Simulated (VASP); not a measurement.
Write the native input for VASP 6.6.1 that does the following.

```yaml
Task: single point
Functional: BLYP
Potentials_or_basis: VASP PAW PBE potentials, release 64 (Mn_pv)
Cutoff: 520 eV
k_mesh: 16 × 16 × 5
Occupations: fermi-dirac, width 0.05 eV
Spin: collinear spin, ferrimagnetic start
Starting_moments: "[0.753, 0.753, -0.671, -0.671] μB"
Dipole_correction: no
Further_INCAR_settings: ALGO = Normal; EDIFF = 1e-07; NBANDS = 38
```

The structure of Mn lies in POSCAR:

```
Mn
1.0
    2.4856477609      0.0000000000      0.0000000000
   -1.2428238804      2.1526341058      0.0000000000
    0.0000000000      0.0000000000      8.0414167390
Mn
4
Direct
    1.0000000000      1.0000000000      1.0000000000
    1.0000000000      1.0000000000      0.5000000000
    0.3333333333      0.6666666667      0.2500000000
    0.6666666667      0.3333333333      0.7500000000
```

This isn't the form of Mn at room conditions, which is a 58-atom cubic cell.

These files were run (other wordings do the same):

INCAR

```
PREC     = Accurate       # precision mode
ENCUT    = 520            # plane-wave cutoff, eV
EDIFF    = 1E-7           # SCF threshold, eV
ISMEAR   = -1             # smearing method
SIGMA    = 0.05           # smearing width, eV
LREAL    = F              # projectors in reciprocal space
LASPH    = T              # aspherical terms in the spheres
NELM     = 150            # most SCF steps
ALGO     = Normal         # electronic algorithm
ISIF     = 2              # what is computed and relaxed
LWAVE    = F              # write WAVECAR
LCHARG   = T              # write CHGCAR
ISPIN    = 2              # spin polarisation
MAGMOM   = 0.753 0.753 -0.671 -0.671 # initial moments
LORBIT   = 11             # projections on sites
LMAXMIX  = 4              # l up to which the mixer works
GGA      = B5             # functional
ALDAX    = 1.0          
AGGAX    = 1.0          
AGGAC    = 1.0          
ALDAC    = 0.0          
LELF     = T              # ELF
LVHAR    = T            
NBANDS   = 38             # bands
```

KPOINTS

```
regular mesh
0
Gamma
  16 16 5
```

Potentials or basis: VASP PAW PBE potentials, release 64 (Mn_pv).

Launch:

```bash
$ cat potpaw_PBE.64/Mn_pv/POTCAR > POTCAR
$ mpirun -np 1 vasp_std > vasp.out
```

It gave:

```
Pressure                                              : 8.9 GPa
Net moment                                            : 0.08 μB per cell
Site moments                                          : Mn +0.29, -0.25 (each value once) μB
Valence electrons inside the program's atomic spheres : Mn 12.03, 12.02 (each value once)
```

Caveat: the cell stands under pressure; the PAW data sets were made with another functional, which shifts forces and pressure a little.

Run time: 7.2 min on 1 thread of Intel Xeon 8259CL, on a shared host, peak memory 0.31 GiB.
